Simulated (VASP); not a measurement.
# ZnSbO (P4/mmm) in VASP: a series of runs

Runs on ZnSbO. Level: PBE. Tasks: single point, relaxation of cell and atoms.

All numbers are computed with VASP 6.6.1; they aren't measurements. Logs are shortened: lines on timing, memory, paths and dates and some standing lists are left out, and cuts for length are marked.

**1. The cell of the first run**

The structure is tetragonal, space group P4/mmm (No. 123). The conventional cell has a = 3.315 Å, b = 3.315 Å, c = 5.478 Å, α = 90.00°, β = 90.00°, γ = 90.00°. Within 3.7 Å of Zn (site symmetry 4/mmm) lie 2 Sb at 2.74 Å and 4 Zn at 3.32 Å and 8 O at 3.61 Å. Sb (site symmetry 4/mmm) has 4 O at 2.34 Å and 2 Zn at 2.74 Å within 3.1 Å. O (site symmetry 4/mmm) has 4 Sb at 2.34 Å within 3.1 Å.

The cell was generated, and may not be a known phase.

**2. Single point, PBE**

Input file INCAR:

```
ALGO     = Normal         # electronic algorithm
EDIFF    = 1E-6           # SCF threshold, eV
ENCUT    = 520            # plane-wave cutoff, eV
GGA      = PE             # functional
ISIF     = 2              # what is computed and relaxed
ISMEAR   = 0              # smearing method
LASPH    = True           # aspherical terms in the spheres
LCHARG   = False          # write CHGCAR
LREAL    = False          # projectors in reciprocal space
LWAVE    = False          # write WAVECAR
NBANDS   = 18             # bands
NELM     = 100            # most SCF steps
PREC     = Accurate       # precision mode
SIGMA    = 0.1            # smearing width, eV
```

Input file KPOINTS:

```
k-points
0
Gamma
  6 6 4
```

Input file POSCAR:

```
ZnSbO
1.0
    3.3153465675      0.0000000000      0.0000000000
    0.0000000000      3.3153465675      0.0000000000
    0.0000000000      0.0000000000      5.4776678055
Zn Sb O
1 1 1
Direct
    0.5000000000      0.5000000000      0.0000000000
    0.5000000000      0.5000000000      0.5000000000
    0.0000000000      0.0000000000      0.5000000000
```

Potentials or basis: VASP PAW PBE potentials, release 64 (Zn, Sb, O).

Started as:

```
$ cat potpaw_PBE.64/Zn/POTCAR potpaw_PBE.64/Sb/POTCAR potpaw_PBE.64/O/POTCAR > POTCAR
$ mpirun -np 1 vasp_std > vasp.out
```

OUTCAR:

```text
EDIFF = 1E-6
   ENCUT = 520
   GGA = PE
   ISIF = 2
   ISMEAR = 0
   LASPH = True
   LREAL = False
   NELM = 100
   PREC = Accurate

 ion  position               nearest neighbor table
   1  0.500  0.500  0.000-   2 2.74   2 2.74
   2  0.500  0.500  0.500-   3 2.34   3 2.34   3 2.34   3 2.34   1 2.74   1 2.74
   3  0.000  0.000  0.500-   2 2.34   2 2.34   2 2.34   2 2.34

  LATTYP: Found a simple tetragonal cell.
 ALAT       =     3.3153465675
 C/A-ratio  =     1.6522157470

  Lattice vectors:

 A1 = (   3.3153465675,   0.0000000000,   0.0000000000)
 A2 = (   0.0000000000,   3.3153465675,   0.0000000000)
 A3 = (   0.0000000000,   0.0000000000,   5.4776678055)

Analysis of symmetry for initial positions (statically):
=====================================================================
 Subroutine PRICEL returns:
 Original cell was already a primitive cell.

 Routine SETGRP: Setting up the symmetry group for a
 simple tetragonal supercell.

 Subroutine GETGRP returns: Found 16 space group operations
 (whereof 16 operations were pure point group operations)
 out of a pool of 16 trial point group operations.

The static configuration has the point symmetry D_4h.

Analysis of symmetry for dynamics (positions and initial velocities):
=====================================================================
 Subroutine PRICEL returns:
 Original cell was already a primitive cell.

 Routine SETGRP: Setting up the symmetry group for a
 simple tetragonal supercell.

 Subroutine GETGRP returns: Found 16 space group operations
 (whereof 16 operations were pure point group operations)
 out of a pool of 16 trial point group operations.

The dynamic configuration has the point symmetry D_4h.

 Subroutine INISYM returns: Found 16 space group operations
 (whereof 16 operations are pure point group operations),
 and found     1 'primitive' translations

----------------------------------------------------------------------------------------

                                     Primitive cell

  volume of cell :      60.2079

  direct lattice vectors                    reciprocal lattice vectors
     3.315346567  0.000000000  0.000000000     0.301627591  0.000000000  0.000000000
     0.000000000  3.315346567  0.000000000     0.000000000  0.301627591  0.000000000
     0.000000000  0.000000000  5.477667806     0.000000000  0.000000000  0.182559446

  length of vectors
     3.315346567  3.315346567  5.477667806     0.301627591  0.301627591  0.182559446

  position of ions in fractional coordinates (direct lattice)
     0.500000000  0.500000000  0.000000000
     0.500000000  0.500000000  0.500000000
     0.000000000  0.000000000  0.500000000

  ion indices of the primitive-cell ions
   primitive index   ion index
                 1           1
                 2           2
                 3           3

----------------------------------------------------------------------------------------

 KPOINTS: k-points

Automatic generation of k-mesh.
 Grid dimensions read from file:
 generate k-points for:    6    6    4

 Generating k-lattice:

  Cartesian coordinates                     Fractional coordinates (reciprocal lattice)
     0.050271265  0.000000000  0.000000000     0.166666667  0.000000000  0.000000000
     0.000000000  0.050271265  0.000000000     0.000000000  0.166666667  0.000000000
     0.000000000  0.000000000  0.045639862     0.000000000  0.000000000  0.250000000

  Length of vectors
     0.050271265  0.050271265  0.045639862

  Shift w.r.t. Gamma in fractional coordinates (k-lattice)
     0.000000000  0.000000000  0.000000000

 Subroutine IBZKPT returns following result:
 ===========================================

 Found     30 irreducible k-points:

 Following reciprocal coordinates:
            Coordinates               Weight
  0.000000  0.000000  0.000000      1.000000
  0.166667  0.000000  0.000000      4.000000
  0.333333  0.000000  0.000000      4.000000
  0.500000  0.000000  0.000000      2.000000
  0.166667  0.166667  0.000000      4.000000
  0.333333  0.166667  0.000000      8.000000
[... 16 lines left out ...]
  0.333333  0.000000  0.500000      4.000000
  0.500000  0.000000  0.500000      2.000000
 [... further k-points ...]
   k-points           NKPTS =     30   k-points in BZ     NKDIM =     30   number of bands    NBANDS=     18
   number of dos      NEDOS =    301   number of ions     NIONS =      3
   total plane-waves  NPLWV =  32928
   dimension x,y,z NGX =    28 NGY =   28 NGZ =   42
   dimension x,y,z NGXF=    56 NGYF=   56 NGZF=   84
   ions per type =               1   1   1
   NGX,Y,Z   is equivalent  to a cutoff of  14.04, 14.04, 12.75 a.u.
   NGXF,Y,Z  is equivalent  to a cutoff of  28.08, 28.08, 25.49 a.u.
 SYSTEM =  unknown system
   PREC   = accura    normal or accurate (medium, high low for compatibility)
   ISTART =      0    job   : 0-new  1-cont  2-samecut
   ICHARG =      2    charge: 1-file 2-atom 10-const
   ISPIN  =      1    spin polarized calculation?
   LNONCOLLINEAR =      F non collinear calculations
   LSORBIT =      F    spin-orbit coupling
   LASPH  =      T    aspherical Exc in radial PAW
   ENCUT  =  520.0 eV  38.22 Ry    6.18 a.u.   6.16  6.16 10.18*2*pi/ulx,y,z
   NELM   =    100;   NELMIN=  2; NELMDL= -5     # of ELM steps
   EDIFF  = 0.1E-05   stopping-criterion for ELM
   LREAL  =      F    real-space projection
[... 7 lines left out ...]
   TEBEG  =    0.0;   TEEND  =   0.0 temperature during run
   PSTRESS=    0.0 pullay stress
   NELECT =      23.0000    total number of electrons
   NUPDOWN=      -1.0000    fix difference up-down
   EMIN   =  10.00;   EMAX   =-10.00  energy-range for DOS
   EFERMI =   0.00;   METHOD = LEGACY
   ISMEAR =     0;   SIGMA  =   0.10  broadening in eV -4-tet -1-fermi 0-gaus
   EFERMI_NEDOS =   21; number of points for ismear=-14 and -15
   IALGO  =     38    algorithm
   IMIX   =      4    mixing-type and parameters
     AMIX     =   0.40;   BMIX     =  1.00
     AMIX_MAG =   1.60;   BMIX_MAG =  1.00
  volume/ion in A,a.u.               =      20.07       135.43
  Fermi-wavevector in a.u.,A,eV,Ry     =   1.187863  2.244735 19.198064  1.411018
  Thomas-Fermi vector in A             =   2.324005
   LORBIT       =      0    0 simple, 1 ext, 2 COOP (PROOUT), +10 PAW based schemes
   GGA     = PE    functional components
   LHFCALC =     F    Hartree Fock is set to
   AEXX    =    0.0000 exact exchange contribution
   IVDW    =     0    specifies the selected vdW correction
   LEPSILON=     F    determine dielectric tensor
   LRPA    =     F    only Hartree local field effects (RPA)
 non-spin polarized calculation
 Gauss-broadening in eV      SIGMA  =   0.10
  energy-cutoff  :      520.00
  volume of cell :       60.21
 maximum number of plane-waves:      1648
 NGX is ok and might be reduce to    28
   NGX = 13   NGY = 13   NGZ = 21

 number of electron      23.0000001 magnetization

 Free energy of the ion-electron system (eV)
  ---------------------------------------------------
  ext. energy  EPLUGINS =         0.00000000
  ---------------------------------------------------
  free energy    TOTEN  =       -10.96396483 eV

  energy without entropy =      -10.95624361  energy(sigma->0) =      -10.96010422

 E-fermi :   4.7675     XC(G=0):  -9.6850

 val. band max:        4.6584874376   @ k =   0.3333   0.1667   0.2500
 cond. band min:       4.8173556001   @ k =   0.3333   0.0000   0.2500
 fundamental gap:      0.1588681625
 Fermi energy:         4.7675431159

 k-point     1 :       0.0000    0.0000    0.0000
  band No.  band energies     occupation
      1     -14.8039      2.00000
      2      -4.5228      2.00000
      3      -2.8059      2.00000
      4      -2.6132      2.00000
      5      -2.5974      2.00000
      6      -2.5974      2.00000
[... 10 lines left out ...]
     17      13.7079      0.00000
     18      14.2896      0.00000

 k-point     2 :       0.1667    0.0000    0.0000
  band No.  band energies     occupation
      1     -14.6714      2.00000
      2      -5.0820      2.00000
      3      -2.7797      2.00000
      4      -2.6416      2.00000
      5      -2.6071      2.00000
      6      -2.5948      2.00000
[... 10 lines left out ...]
     17      12.9640      0.00000
     18      13.7209      0.00000

 k-point     3 :       0.3333    0.0000    0.0000
  band No.  band energies     occupation
      1     -14.3786      2.00000
      2      -6.1052      2.00000
      3      -2.7572      2.00000
      4      -2.7117      2.00000
      5      -2.5902      2.00000
      6      -2.5895      2.00000
[... 10 lines left out ...]
     17      14.0655      0.00000
     18      14.2689      0.00000

 k-point     4 :       0.5000    0.0000    0.0000
  band No.  band energies     occupation
      1     -14.2147      2.00000
      2      -6.5875      2.00000
      3      -2.7505      2.00000
      4      -2.7412      2.00000
      5      -2.6090      2.00000
      6      -2.5869      2.00000
[... 375 lines left out ...]
      4      -2.7747      2.00000
      5      -2.6481      2.00000
      6      -2.6113      2.00000
[... 10 lines left out ...]
     17      11.9954      0.00000
     18      12.4206      0.00000

 k-point    23 :       0.3333    0.0000    0.5000
  band No.  band energies     occupation
      1     -14.3757      2.00000
      2      -5.8901      2.00000
      3      -2.9307      2.00000
      4      -2.7244      2.00000
      5      -2.7082      2.00000
      6      -2.6007      2.00000
[... 10 lines left out ...]
     17      12.8489      0.00000
     18      14.0675      0.00000

 k-point    24 :       0.5000    0.0000    0.5000
  band No.  band energies     occupation
      1     -14.2137      2.00000
      2      -6.4089      2.00000
      3      -2.8991      2.00000
      4      -2.7372      2.00000
      5      -2.6990      2.00000
      6      -2.6082      2.00000
[... 10 lines left out ...]
     17      12.9315      0.00000
     18      13.4831      0.00000

 [... further k-points ...]

------------------------ aborting loop because EDIFF is reached ----------------------------------------

  FORCE on cell =-STRESS in cart. coord.  units (eV):
  Direction    XX          YY          ZZ          XY          YZ          ZX
  --------------------------------------------------------------------------------------
  -------------------------------------------------------------------------------------
  Total       -0.2794748     -0.2794748      0.1325592      0.0000000     -0.0000000      0.0000000
  in kB       -7.4370328     -7.4370328      3.5274997      0.0000000     -0.0000000      0.0000000
  external PRESSURE =      -3.7821886 kB  Pullay stress =       0.0000000 kB

 VOLUME and BASIS-vectors are now :
 -----------------------------------------------------------------------------
  energy-cutoff  :      520.00
  volume of cell :       60.21
      direct lattice vectors                 reciprocal lattice vectors
     3.315346567  0.000000000  0.000000000     0.301627591  0.000000000  0.000000000
     0.000000000  3.315346567  0.000000000     0.000000000  0.301627591  0.000000000
     0.000000000  0.000000000  5.477667806     0.000000000  0.000000000  0.182559446

 POSITION                                       TOTAL-FORCE (eV/Angst)
 -----------------------------------------------------------------------------------
      1.65767      1.65767      0.00000         0.000000      0.000000      0.000000
      1.65767      1.65767      2.73883         0.000000      0.000000      0.000000
      0.00000      0.00000      2.73883         0.000000      0.000000      0.000000
 -----------------------------------------------------------------------------------
    total drift:                                0.000000      0.000000     -0.000000

  FREE ENERGIE OF THE ION-ELECTRON SYSTEM (eV)
  ---------------------------------------------------
  free  energy   TOTEN  =       -10.9639648307 eV

  energy  without entropy=      -10.9562436079  energy(sigma->0) =      -10.96010422
```

Wall time 15 s (1 thread of Intel Xeon 6975P-C (Granite Rapids), shared host); peak memory 0.19 GiB.

Results:

```
Free energy            : -10.9640 eV
Pressure               : -0.4 GPa
Band gap on the k mesh : zero (an odd number of electrons rules out a gap without spin polarisation)
```

Caveat: spin-orbit coupling is left out, which moves the levels of the heavy elements; an odd number of electrons without spin polarisation forces a metal; a magnetic or distorted state may lie lower.

**3. Single point, PBE**

This run uses another cell than the first one, of 21.39 Å³/atom.

Input file INCAR:

```
SYSTEM = ZnSbO
PREC = Accurate
ENCUT = 520
EDIFF = 1E-7
ISMEAR = 0
SIGMA = 0.1
LREAL = .False.
LASPH = .True.
NELM = 80
ALGO = Normal
ISIF = 2
LWAVE = .False.
LCHARG = .False.
GGA = PE
NBANDS = 18
```

Input file KPOINTS:

```
regular mesh
0
Gamma
  6 6 4
  0 0 0
```

Input file POSCAR:

```
ZnSbO
1.0
    3.5433865600      0.0000000000      0.0000000000
    0.0000000000      3.5433865600      0.0000000000
    0.0000000000      0.0000000000      5.1110120400
Zn Sb O
1 1 1
Direct
    0.5000000000      0.5000000000      0.0000000000
    0.5000000000      0.5000000000      0.5000000000
    0.0000000000      0.0000000000      0.5000000000
```

Potentials or basis: VASP PAW PBE potentials, release 64 (Zn, Sb, O).

Started as:

```
$ cat potpaw_PBE.64/Zn/POTCAR potpaw_PBE.64/Sb/POTCAR potpaw_PBE.64/O/POTCAR > POTCAR
$ mpirun -np 1 vasp_std > vasp.out
```

Run time: 16 s. Hardware: 1 thread of Intel Xeon 6975P-C (Granite Rapids), shared host; peak memory 0.2 GiB.

Results (log left out):

| Item | Value |
| --- | --- |
| Free energy | -10.5845 eV |
| Pressure | -4.0 GPa |
| Band gap on the k mesh | zero (an odd number of electrons rules out a gap without spin polarisation) |

Stress tensor (GPa, compression positive):
```
-9.80  0.00  0.00
 0.00 -9.80  0.00
 0.00  0.00  7.55
```

Levels at points of the mesh, in eV from the Fermi level:
| k point | band 9 | band 10 | band 11 | band 12 | band 13 | band 14 |
| --- | --- | --- | --- | --- | --- | --- |
| (0.00, 0.00, 0.00) | -3.98 | -3.98 | -2.57 | -0.61 | 3.79 | 3.79 |
| (0.50, 0.00, 0.00) | -2.75 | -2.54 | -2.45 | -2.03 | 0.23 | 2.05 |
| (0.50, 0.50, 0.00) | -6.07 | -2.29 | -1.84 | 0.79 | 1.33 | 1.33 |
| (0.00, 0.00, 0.50) | -3.92 | -3.92 | -1.68 | 3.95 | 4.60 | 4.60 |
| (0.50, 0.00, 0.50) | -3.06 | -3.00 | -1.45 | -0.92 | 1.00 | 2.50 |
| (0.50, 0.50, 0.50) | -5.82 | -3.48 | -2.38 | 1.08 | 1.08 | 3.25 |

Caveat: the stress differs along the axes, from -10 to 8 GPa; spin-orbit coupling is left out, which moves the levels of the heavy elements; an odd number of electrons without spin polarisation forces a metal; a magnetic or distorted state may lie lower.

[end of part 1 of 2]

The gap in the log of VASP goes by the Fermi energy; the results here count the filled bands.